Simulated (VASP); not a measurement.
Here is a VASP 6.6.1 calculation.

INCAR

```
ALGO = Fast
EDIFF = 1E-8
ENCUT = 520
GGA = PS
IBRION = 8
ISIF = 2
ISMEAR = 1
LASPH = True
LCHARG = False
LREAL = False
LWAVE = False
NELM = 80
NSW = 1
PREC = Accurate
SIGMA = 0.2
```

File KPOINTS:

```
k-points
0
Gamma
  10 10 10
```

Contents of POSCAR:

```
TaTc
1.0
    3.1521925425      0.0000000000      0.0000000000
    0.0000000000      3.1521925425      0.0000000000
    0.0000000000      0.0000000000      3.1521925425
Ta Tc
1 1
Direct
    0.0000000000      0.0000000000      0.0000000000
    0.5000000000      0.5000000000      0.5000000000
```

Potentials or basis: VASP PAW PBE potentials, release 64 (Ta_pv, Tc_pv).

Launch:

```console
$ cat potpaw_PBE.64/Ta_pv/POTCAR potpaw_PBE.64/Tc_pv/POTCAR > POTCAR
$ mpirun -np 1 vasp_std > vasp.out
```

(1) Predict the highest phonon frequency at Γ.

Answers

(1) 192 cm⁻¹.
